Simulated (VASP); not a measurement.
# Ga3BSb2 (P6/mmm) in VASP: a series of runs

Runs on Ga3BSb2. Level: PBE. Tasks: relaxation of cell and atoms.

All numbers are computed with VASP 6.6.1; they aren't measurements. Logs are shortened: lines on timing, memory, paths and dates and some standing lists are left out, and cuts for length are marked.

## Step 1: The cell of the first run

The structure is hexagonal, space group P6/mmm (No. 191). The conventional cell has a = 6.286 Å, b = 6.286 Å, c = 3.452 Å, α = 90.00°, β = 90.00°, γ = 120.00°. Within 3.3 Å of Ga (site symmetry mmm) lie 4 Sb at 2.50 Å and 4 Ga at 3.14 Å. Within 4.5 Å of B (site symmetry 6/mmm) lie 2 B at 3.45 Å and 12 Ga at 3.59 Å and 6 Sb at 3.63 Å. Sb (site symmetry -6m2) has 6 Ga at 2.50 Å within 3.3 Å.

The cell was built from a structure type or drawn by symmetry, and may not be a known phase.

## Step 2: Relaxation of cell and atoms, PBE

Input file INCAR:

```
ALGO = Normal
EDIFF = 1E-7
EDIFFG = -0.04
ENCUT = 600
GGA = PE
IBRION = 2
ISIF = 3
ISMEAR = 0
LASPH = T
LCHARG = F
LREAL = F
LWAVE = F
NELM = 100
NSW = 90
PREC = Accurate
SIGMA = 0.1
```

Input file KPOINTS:

```
k-points
0
Gamma
  3 3 6
```

Input file POSCAR:

```
Ga3BSb2
1.0
    6.2862575700      0.0000000000      0.0000000000
   -3.1431287800      5.4440587500      0.0000000000
    0.0000000000      0.0000000000      3.4523768200
Ga B Sb
3 1 2
Direct
    0.0000000000      0.5000000000      0.5000000000
    0.5000000000      0.0000000000      0.5000000000
    0.5000000000      0.5000000000      0.5000000000
    0.0000000000      0.0000000000      0.0000000000
    0.6666666700      0.3333333300      0.0000000000
    0.3333333300      0.6666666700      0.0000000000
```

Potentials or basis: VASP PAW PBE potentials, release 64 (Ga_d, B, Sb).

The run is started by

```sh
> cat potpaw_PBE.64/Ga_d/POTCAR potpaw_PBE.64/B/POTCAR potpaw_PBE.64/Sb/POTCAR > POTCAR
> mpirun -np 1 vasp_std > vasp.out
```

OUTCAR:

```text
EDIFF = 1E-7
   EDIFFG = -0.04
   ENCUT = 600
   GGA = PE
   IBRION = 2
   ISIF = 3
   ISMEAR = 0
   LASPH = T
   LREAL = F
   NELM = 100
   NSW = 90
   PREC = Accurate

 ion  position               nearest neighbor table
   1  0.000  0.500  0.500-   5 2.50   6 2.50   5 2.50   6 2.50
   2  0.500  0.000  0.500-   5 2.50   6 2.50   5 2.50   6 2.50
   3  0.500  0.500  0.500-   5 2.50   6 2.50   5 2.50   6 2.50
   4  0.000  0.000  0.000-
   5  0.667  0.333  0.000-   2 2.50   2 2.50   1 2.50   1 2.50   3 2.50   3 2.50   6 3.63   6 3.63
                             6 3.63
   6  0.333  0.667  0.000-   2 2.50   2 2.50   1 2.50   1 2.50   3 2.50   3 2.50   5 3.63   5 3.63
                             5 3.63

  LATTYP: Found a hexagonal cell.
 ALAT       =     6.2862575700
 C/A-ratio  =     0.5491942991

  Lattice vectors:

 A1 = (   6.2862575700,   0.0000000000,   0.0000000000)
 A2 = (  -3.1431287800,   5.4440587500,   0.0000000000)
 A3 = (   0.0000000000,   0.0000000000,   3.4523768200)

Analysis of symmetry for initial positions (statically):
=====================================================================
 Subroutine PRICEL returns:
 Original cell was already a primitive cell.

 Routine SETGRP: Setting up the symmetry group for a
 hexagonal supercell.

 Subroutine GETGRP returns: Found 24 space group operations
 (whereof 24 operations were pure point group operations)
 out of a pool of 24 trial point group operations.

The static configuration has the point symmetry D_6h.

Analysis of symmetry for dynamics (positions and initial velocities):
=====================================================================
 Subroutine PRICEL returns:
 Original cell was already a primitive cell.

 Routine SETGRP: Setting up the symmetry group for a
 hexagonal supercell.

 Subroutine GETGRP returns: Found 24 space group operations
 (whereof 24 operations were pure point group operations)
 out of a pool of 24 trial point group operations.

The dynamic configuration has the point symmetry D_6h.

 Subroutine INISYM returns: Found 24 space group operations
 (whereof 24 operations are pure point group operations),
 and found     1 'primitive' translations

----------------------------------------------------------------------------------------

                                     Primitive cell

  volume of cell :     118.1498

  direct lattice vectors                    reciprocal lattice vectors
     6.286257570  0.000000000  0.000000000     0.159077160  0.091843241  0.000000000
    -3.143128780  5.444058750  0.000000000     0.000000000  0.183686482  0.000000000
     0.000000000  0.000000000  3.452376820     0.000000000  0.000000000  0.289655519

  length of vectors
     6.286257570  6.286257567  3.452376820     0.183686482  0.183686482  0.289655519

  position of ions in fractional coordinates (direct lattice)
     1.000000000  0.500000000  0.500000000
     0.500000000  0.000000000  0.500000000
     0.500000000  0.500000000  0.500000000
     0.000000000  0.000000000  0.000000000
     0.666666670  0.333333330  0.000000000
     0.333333330  0.666666670  0.000000000

  ion indices of the primitive-cell ions
   primitive index   ion index
                 1           1
                 2           2
                 3           3
                 4           4
                 5           5
                 6           6

----------------------------------------------------------------------------------------

 KPOINTS: k-points

Automatic generation of k-mesh.
 Grid dimensions read from file:
 generate k-points for:    3    3    6

 Generating k-lattice:

  Cartesian coordinates                     Fractional coordinates (reciprocal lattice)
     0.053025720  0.030614414  0.000000000     0.333333333 -0.000000000  0.000000000
     0.000000000  0.061228827  0.000000000     0.000000000  0.333333333  0.000000000
     0.000000000  0.000000000  0.048275920     0.000000000  0.000000000  0.166666667

  Length of vectors
     0.061228827  0.061228827  0.048275920

  Shift w.r.t. Gamma in fractional coordinates (k-lattice)
     0.000000000  0.000000000  0.000000000

 Subroutine IBZKPT returns following result:
 ===========================================

 Found     12 irreducible k-points:

 Following reciprocal coordinates:
            Coordinates               Weight
  0.000000  0.000000  0.000000      1.000000
  0.333333  0.000000  0.000000      6.000000
  0.333333  0.333333  0.000000      2.000000
  0.000000  0.000000  0.166667      2.000000
  0.333333  0.000000  0.166667     12.000000
  0.333333  0.333333  0.166667      4.000000
  0.000000  0.000000  0.333333      2.000000
  0.333333  0.000000  0.333333     12.000000
  0.333333  0.333333  0.333333      4.000000
  0.000000  0.000000  0.500000      1.000000
  0.333333  0.000000  0.500000      6.000000
  0.333333  0.333333  0.500000      2.000000
   k-points           NKPTS =     12   k-points in BZ     NKDIM =     12   number of bands    NBANDS=     31
   number of dos      NEDOS =    301   number of ions     NIONS =      6
   total plane-waves  NPLWV =  70000
   dimension x,y,z NGX =    50 NGY =   50 NGZ =   28
   dimension x,y,z NGXF=   100 NGYF=  100 NGZF=   56
   ions per type =               3   1   2
   NGX,Y,Z   is equivalent  to a cutoff of  13.22, 13.22, 13.48 a.u.
   NGXF,Y,Z  is equivalent  to a cutoff of  26.45, 26.45, 26.97 a.u.
 SYSTEM =  unknown system
   PREC   = accura    normal or accurate (medium, high low for compatibility)
   ISTART =      0    job   : 0-new  1-cont  2-samecut
   ICHARG =      2    charge: 1-file 2-atom 10-const
   ISPIN  =      1    spin polarized calculation?
   LNONCOLLINEAR =      F non collinear calculations
   LSORBIT =      F    spin-orbit coupling
   LASPH  =      T    aspherical Exc in radial PAW
   ENCUT  =  600.0 eV  44.10 Ry    6.64 a.u.  12.56 12.56  6.90*2*pi/ulx,y,z
   NELM   =    100;   NELMIN=  2; NELMDL= -5     # of ELM steps
   EDIFF  = 0.1E-06   stopping-criterion for ELM
   LREAL  =      F    real-space projection
   EDIFFG = -.4E-01   stopping-criterion for IOM
   NSW    =     90    number of steps for IOM
   IBRION =      2    ionic relax: 0-MD 1-quasi-New 2-CG
   NFREE  =      1    steps in history (QN), initial steepest desc. (CG)
   ISIF   =      3    stress and relaxation
   ISYM   =      2    0-nonsym 1-usesym 2-fastsym
   POTIM  = 0.5000    time-step for ionic-motion
   TEBEG  =    0.0;   TEEND  =   0.0 temperature during run
   PSTRESS=    0.0 pullay stress
   NELECT =      52.0000    total number of electrons
   NUPDOWN=      -1.0000    fix difference up-down
   EMIN   =  10.00;   EMAX   =-10.00  energy-range for DOS
   EFERMI =   0.00;   METHOD = LEGACY
   ISMEAR =     0;   SIGMA  =   0.10  broadening in eV -4-tet -1-fermi 0-gaus
   EFERMI_NEDOS =   21; number of points for ismear=-14 and -15
   IALGO  =     38    algorithm
   IMIX   =      4    mixing-type and parameters
     AMIX     =   0.40;   BMIX     =  1.00
     AMIX_MAG =   1.60;   BMIX_MAG =  1.00
  volume/ion in A,a.u.               =      19.69       132.89
  Fermi-wavevector in a.u.,A,eV,Ry     =   1.245274  2.353226 21.098651  1.550707
  Thomas-Fermi vector in A             =   2.379503
   LORBIT       =      0    0 simple, 1 ext, 2 COOP (PROOUT), +10 PAW based schemes
   GGA     = PE    functional components
   LHFCALC =     F    Hartree Fock is set to
   AEXX    =    0.0000 exact exchange contribution
   IVDW    =     0    specifies the selected vdW correction
   LEPSILON=     F    determine dielectric tensor
   LRPA    =     F    only Hartree local field effects (RPA)
 conjugate gradient relaxation of ions
 non-spin polarized calculation
 Gauss-broadening in eV      SIGMA  =   0.10
  energy-cutoff  :      600.00
  volume of cell :      118.15
 maximum number of plane-waves:      4010
 NGX is ok and might be reduce to    50
   NGX = 25   NGY = 25   NGZ = 13

--------------------------------------- Ionic step        1  -------------------------------------------

 number of electron      51.9999985 magnetization

 Free energy of the ion-electron system (eV)
  ---------------------------------------------------
  ext. energy  EPLUGINS =         0.00000000
  ---------------------------------------------------
  free energy    TOTEN  =       -13.83730974 eV

  energy without entropy =      -13.81648235  energy(sigma->0) =      -13.82689604

------------------------ aborting loop because EDIFF is reached ----------------------------------------

  FORCE on cell =-STRESS in cart. coord.  units (eV):
  Direction    XX          YY          ZZ          XY          YZ          ZX
  --------------------------------------------------------------------------------------
  -------------------------------------------------------------------------------------
  Total       17.8909669     17.8909669     29.2063401      0.0000000     -0.0000000      0.0000000
  in kB      242.6114127    242.6114127    396.0541367      0.0000002     -0.0000000      0.0000000
  external PRESSURE =     293.7589874 kB  Pullay stress =       0.0000000 kB
[... 101 lines left out ...]
  FREE ENERGIE OF THE ION-ELECTRON SYSTEM (eV)
  ---------------------------------------------------
  free  energy   TOTEN  =       -17.2688107289 eV

  energy  without entropy=      -17.2401895518  energy(sigma->0) =      -17.25450014

 E-fermi :   3.9957     XC(G=0):  -9.1735

 val. band max:        3.9819885385   @ k =   0.0000   0.0000   0.5000
 cond. band min:       4.0665547977   @ k =   0.3333   0.0000   0.3333
 fundamental gap:      0.0845662592
 Fermi energy:         3.9956750392

 k-point     1 :       0.0000    0.0000    0.0000
  band No.  band energies     occupation
      1     -10.9145      2.00000
      2     -10.8826      2.00000
      3     -10.8735      2.00000
      4     -10.8735      2.00000
      5     -10.8442      2.00000
      6     -10.8186      2.00000
[... 397 lines left out ...]
     30       5.3038      0.00000
     31       6.7361      0.00000

[... ionic steps 4 to 20 ...]

--------------------------------------- Ionic step       21  -------------------------------------------

 number of electron      52.0000009 magnetization

 E-fermi :   5.7299     XC(G=0): -10.0304

 val. band max:        5.7019969824   @ k =   0.3333   0.0000   0.1667
 cond. band min:       5.9061624409   @ k =   0.3333   0.3333   0.1667
 fundamental gap:      0.2041654585
 Fermi energy:         5.7299272096

 k-point     1 :       0.0000    0.0000    0.0000
  band No.  band energies     occupation
      1      -9.7555      2.00000
      2      -9.6060      2.00000
      3      -9.6060      2.00000
      4      -9.5596      2.00000
      5      -9.4328      2.00000
      6      -9.3966      2.00000
[... 474 lines left out ...]
  energy  without entropy=      -18.9411979240  energy(sigma->0) =      -18.95167837

--------------------------------------- Ionic step       23  -------------------------------------------

 number of electron      52.0000132 magnetization

 Free energy of the ion-electron system (eV)
  ---------------------------------------------------
  ext. energy  EPLUGINS =         0.00000000
  ---------------------------------------------------
  free energy    TOTEN  =       -18.97984379 eV

  energy without entropy =      -18.96215054  energy(sigma->0) =      -18.97099716

 E-fermi :   5.4749     XC(G=0):  -9.8993

 val. band max:        5.4503760972   @ k =   0.3333   0.0000   0.1667
 cond. band min:       5.5983327515   @ k =   0.3333   0.0000   0.5000
 fundamental gap:      0.1479566543
 Fermi energy:         5.4748892128

 k-point     1 :       0.0000    0.0000    0.0000
  band No.  band energies     occupation
      1      -9.9890      2.00000
      2      -9.8541      2.00000
      3      -9.8541      2.00000
      4      -9.8078      2.00000
      5      -9.6898      2.00000
      6      -9.6594      2.00000
[... 430 lines left out ...]
  FREE ENERGIE OF THE ION-ELECTRON SYSTEM (eV)
  ---------------------------------------------------
  free  energy   TOTEN  =       -18.9798437884 eV

  energy  without entropy=      -18.9621505397  energy(sigma->0) =      -18.97099716

 reached required accuracy - stopping structural energy minimisation
```

Run time: 28 min. Hardware: 1 thread of Intel Xeon 8259CL, shared host; peak memory 0.3 GiB.

Results:

| Property | Result |
| --- | --- |
| Free energy | -18.9798 eV |
| Relaxed volume | 23.00 Å³/atom |
| Relaxed cell | a = 5.351 Å, b = 5.351 Å, c = 5.567 Å, α = 90.00°, β = 90.00°, γ = 120.00° |
| Space group after relaxing (to 0.1 Å) | P6/mmm (No. 191) |
| Energy gained by relaxing | 857.1 meV/atom |
| Ionic steps | 23 |
| Pressure after relaxing | -0.1 GPa |
| Band gap on the k mesh | zero (bands 26 and 27 overlap by 2.47 eV) |

Step by step:
| step | energy change (eV) | largest force (eV/Å) | pressure (GPa) | volume (Å³) |
| --- | --- | --- | --- | --- |
| 1 | 0.0000 | 0.0000 | 29.38 | 118.15 |
| 2 | -3.1729 | 0.0000 | -3.32 | 190.89 |
| 3 | -3.4315 | 0.0000 | 0.46 | 165.81 |
| 4 | -3.4374 | 0.0000 | -0.35 | 169.58 |
| 5 | -3.4378 | 0.0000 | -0.11 | 168.43 |
| 6 | -3.4581 | 0.0000 | -0.18 | 167.72 |
| 7 | -3.5146 | 0.0000 | -0.38 | 165.45 |
| 8 | -3.6513 | 0.0000 | -0.28 | 160.37 |
| 9 | -4.1223 | 0.0000 | -1.00 | 148.27 |
| 10 | -4.3050 | 0.0000 | 13.53 | 118.31 |
| 11 | -4.2481 | 0.0000 | -0.42 | 143.54 |
| 12 | -4.9457 | 0.0000 | 2.51 | 131.42 |
| 13 | -4.8923 | 0.0000 | 6.67 | 124.97 |
| 14 | -4.9891 | 0.0000 | 4.48 | 128.14 |
| 15 | -4.9768 | 0.0000 | 5.13 | 127.13 |
| 16 | -4.9826 | 0.0000 | 5.14 | 127.15 |
| 17 | -4.9838 | 0.0000 | 5.17 | 127.18 |
| 18 | -4.9935 | 0.0000 | 4.98 | 127.48 |
| 19 | -5.0206 | 0.0000 | 4.47 | 128.40 |
| 20 | -5.0661 | 0.0000 | 3.45 | 130.26 |
| 21 | -5.1244 | 0.0000 | 1.63 | 134.01 |
| 22 | -5.1248 | 0.0000 | -1.41 | 141.74 |
| 23 | -5.1425 | 0.0000 | -0.09 | 138.01 |

Final structure:
```cif
data_structure
_symmetry_space_group_name_H-M 'P 1'
_symmetry_Int_Tables_number 1
_cell_length_a 5.3506
_cell_length_b 5.3506
_cell_length_c 5.5665
_cell_angle_alpha 90.000
_cell_angle_beta 90.000
_cell_angle_gamma 120.000
_cell_volume 138.01
loop_
_atom_site_label
_atom_site_type_symbol
_atom_site_fract_x
_atom_site_fract_y
_atom_site_fract_z
_atom_site_occupancy
Ga1 Ga 0.00000 0.50000 0.50000 1
Ga2 Ga 0.50000 0.00000 0.50000 1
Ga3 Ga 0.50000 0.50000 0.50000 1
B1 B 0.00000 0.00000 0.00000 1
Sb1 Sb 0.66667 0.33333 0.00000 1
Sb2 Sb 0.33333 0.66667 0.00000 1
```

Caveat: the k points lie up to 0.45 Å⁻¹ apart in the final cell, too coarse for converged energies and pressures of a metal; the volume moved by over 15 % at a fixed basis, so the end points are rough; spin-orbit coupling is left out, which moves the levels of the heavy elements.

## Step 3: Relaxation of cell and atoms, PBE

This run uses another cell than the first one, of 23.84 Å³/atom.

Input file INCAR:

```
SYSTEM = Ga3BSb2
ALGO = Normal
EDIFF = 1E-7
EDIFFG = -0.04
ENCUT = 600
GGA = PE
IBRION = 2
ISIF = 3
ISMEAR = 0
LASPH = .TRUE.
LCHARG = .FALSE.
LREAL = .FALSE.
LWAVE = .FALSE.
NELM = 80
NSW = 90
PREC = Accurate
SIGMA = 0.1
```

Input file KPOINTS:

```
k-points
0
G
  6 6 4
  0 0 0
```

Input file POSCAR:

```
Ga3BSb2
1.0
    5.2874174351      0.0000000000      0.0000000000
   -2.6437087176      4.5790378192      0.0000000000
    0.0000000000      0.0000000000      5.9072265729
Ga B Sb
3 1 2
Direct
    0.0000000000      0.5000000000      0.5000000000
    0.5000000000      0.0000000000      0.5000000000
    0.5000000000      0.5000000000      0.5000000000
    0.0000000000      0.0000000000      0.0000000000
    0.6666666667      0.3333333333      0.0000000000
    0.3333333333      0.6666666667      0.0000000000
```

Potentials or basis: VASP PAW PBE potentials, release 64 (Ga_d, B, Sb).

The run is started by

```sh
> cat potpaw_PBE.64/Ga_d/POTCAR potpaw_PBE.64/B/POTCAR potpaw_PBE.64/Sb/POTCAR > POTCAR
> mpirun -np 1 vasp_std > vasp.out
```

Wall time 4.6 min (1 thread of Intel Xeon 8259CL, shared host); peak memory 0.36 GiB.

Results (log left out):

```yaml
Free_energy: -18.7670 eV
Relaxed_volume: 23.47 Å³/atom
Relaxed_cell: a = 5.254 Å, b = 5.254 Å, c = 5.889 Å, α = 90.00°, β = 90.00°, γ = 120.00°
Space_group_after_relaxing_to_0.1_Å: P6/mmm (No. 191)
Energy_gained_by_relaxing: 1.0 meV/atom
Ionic_steps: 2
Pressure_after_relaxing: -0.1 GPa
Band_gap_on_the_k_mesh: zero (bands 26 and 27 overlap by 2.29 eV)
```

Stress tensor (GPa, compression positive):
```
-0.11  0.00  0.00
 0.00 -0.11  0.00
 0.00  0.00  0.05
```

Step by step:
| step | energy change (eV) | largest force (eV/Å) | pressure (GPa) | volume (Å³) |
| --- | --- | --- | --- | --- |
| 1 | 0.0000 | 0.0000 | -0.72 | 143.02 |
| 2 | -0.0060 | 0.0000 | -0.06 | 140.81 |

Final structure:
```
CELL_PARAMETERS angstrom
5.25438 0.00000 0.00000
-2.62719 4.55043 0.00000
0.00000 0.00000 5.88931
ATOMIC_POSITIONS crystal
Ga 0.00000 0.50000 0.50000
Ga 0.50000 0.00000 0.50000
Ga 0.50000 0.50000 0.50000
B 0.00000 0.00000 0.00000
Sb 0.66667 0.33333 0.00000
Sb 0.33333 0.66667 0.00000
```

Levels at points of the mesh, in eV from the Fermi level:
| k point | band 24 | band 25 | band 26 | band 27 | band 28 | band 29 |
| --- | --- | --- | --- | --- | --- | --- |
| (0.00, 0.00, 0.00) | -2.29 | -2.29 | -0.90 | -0.90 | 0.28 | 0.41 |
| (0.50, 0.00, 0.00) | -2.21 | -1.35 | 0.54 | 0.68 | 0.78 | 1.94 |
| (0.00, 0.00, 0.50) | -2.36 | -1.92 | -1.92 | -1.24 | -0.42 | -0.42 |
| (0.50, 0.00, 0.50) | -0.04 | 0.37 | 0.53 | 0.82 | 1.05 | 1.94 |

Caveat: spin-orbit coupling is left out, which moves the levels of the heavy elements.
